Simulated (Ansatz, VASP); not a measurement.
## ZnO in VASP and in Ansatz

INCAR

```
SYSTEM = ZnO
ALGO = Normal
EDIFF = 1E-7
ENCUT = 520
ISIF = 2
ISMEAR = -1
LASPH = .True.
LCHARG = .False.
LREAL = .False.
LWAVE = .False.
NBANDS = 26
NELM = 80
PREC = Accurate
SIGMA = 0.05
```

File KPOINTS:

```
k-points
0
Gamma
  9 9 4
  0 0 0
```

The input POSCAR:

```
ZnO
1.0
    3.3312348463      0.0000000000      0.0000000000
   -1.6656174231      2.8849340028      0.0000000000
    0.0000000000      0.0000000000      7.2242737071
Zn O
2 2
Direct
    0.0000000000      0.0000000000      0.2500000000
    0.0000000000      0.0000000000      0.7500000000
    0.6666666667      0.3333333333      0.7500000000
    0.3333333333      0.6666666667      0.2500000000
```

input.yaml

```yaml
crystal:
  lattice:
    - [3.3312348463, 0.0, 0.0]
    - [-1.6656174231, 2.8849340028, 0.0]
    - [0.0, 0.0, 7.2242737071]
  atoms:
    - { symbol: Zn, position: [0.0, 0.0, 0.25] }
    - { symbol: Zn, position: [0.0, 0.0, 0.75] }
    - { symbol: O, position: [0.6666666667, 0.3333333333, 0.75] }
    - { symbol: O, position: [0.3333333333, 0.6666666667, 0.25] }
hamiltonian:
  xc: lda
  pseudopotentials: { kind: paw }
kpoints:
  mp_grid: { grid: [9, 9, 4] }
scf:
  occupations: { method: fermi_dirac, width: 0.05 }
output:
  forces: true
  stress: true
  eigenvalues: true
  write_density: true
  write_potential: true
  elf: true
  volumetric_format: npy
```

Alike in both runs: task single point; functional LDA; k mesh 9 × 9 × 4; occupations fermi-dirac, width 0.05 eV; no spin polarisation.

```csv
,VASP,Ansatz
version,VASP 6.6.1,Ansatz 0.2.0
potentials or method,"VASP PAW LDA potentials, release 64 (Zn, O)",Ansatz PAW
plane-wave cutoff (eV),520,420
valence electrons in the cell,36,36
```

VASP gave:

```
gap on the k mesh at the Fermi level (eV)                     : 0.75
least direct gap on the mesh (eV)                             : 0.75
pressure (GPa)                                                : -10.2
traceless stress, the component that is largest in VASP (GPa) : 8.42
```

Q: What did Ansatz give for the same quantities?

A: gap on the k mesh at the Fermi level (eV): 0.74; least direct gap on the mesh (eV): 0.74; pressure (GPa): -10.8; traceless stress, the component that is largest in VASP (GPa): 9.14.

LDA's correlation is that of Perdew and Zunger in VASP and of Perdew and Wang (1992) in Ansatz.

Noted on Ansatz's run: odd divisions of the mesh miss points on the zone boundary, where band edges often lie, so the gap on the mesh can be too wide.
